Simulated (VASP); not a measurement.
Input of a VASP 6.6.1 run:

Contents of POSCAR:

```
KI
1.0
    4.2910852121      0.0000000000      0.0000000000
    0.0000000000      4.2910852121      0.0000000000
    0.0000000000      0.0000000000      4.2910852121
K I
1 1
Direct
    0.0000000000      0.0000000000      0.0000000000
    0.5000000000      0.5000000000      0.5000000000
```

File INCAR.step1:

```
SYSTEM = KI
  PREC = Accurate
  ENCUT = 520
  ISMEAR = 0
  SIGMA = 0.01
  LREAL = .False.
  LASPH = .True.
  NELM = 100
  NBANDS = 15
  GGA = PE
  ALGO = Normal
  EDIFF = 1E-4
  LWAVE = .True.
  LCHARG = .False.
```

INCAR.step2

```
SYSTEM = KI
  PREC = Accurate
  ENCUT = 520
  EDIFF = 1E-6
  ISMEAR = 0
  SIGMA = 0.01
  LREAL = .False.
  LASPH = .True.
  NELM = 100
  ALGO = Normal
  ISIF = 2
  LWAVE = .False.
  LCHARG = .True.
  METAGGA = R2SCAN
  LMIXTAU = .True.
  LELF = .True.
  LVHAR = .True.
  NBANDS = 15
  ISTART = 1
```

File KPOINTS:

```
Automatic mesh
0
Gamma
  4 4 4
  0 0 0
```

Potentials or basis: VASP PAW PBE potentials, release 64 (K_sv, I).

Run with:

```console
$ cat potpaw_PBE.64/K_sv/POTCAR potpaw_PBE.64/I/POTCAR > POTCAR
$ cp INCAR.step1 INCAR
$ mpirun -np 1 vasp_std > vasp.out
$ cp INCAR.step2 INCAR
$ mpirun -np 1 vasp_std > vasp.out
```

Predict the band gap on the k mesh.

4.04 eV, indirect (least direct gap 4.41 eV).

Estimate the pressure.

0.1 GPa.

Caveat: the PAW data sets were made with another functional, which shifts forces and pressure a little; spin-orbit coupling is left out, which moves the levels of the heavy elements. r2SCAN opens gaps a little over a GGA but as a rule still falls short of measured ones.
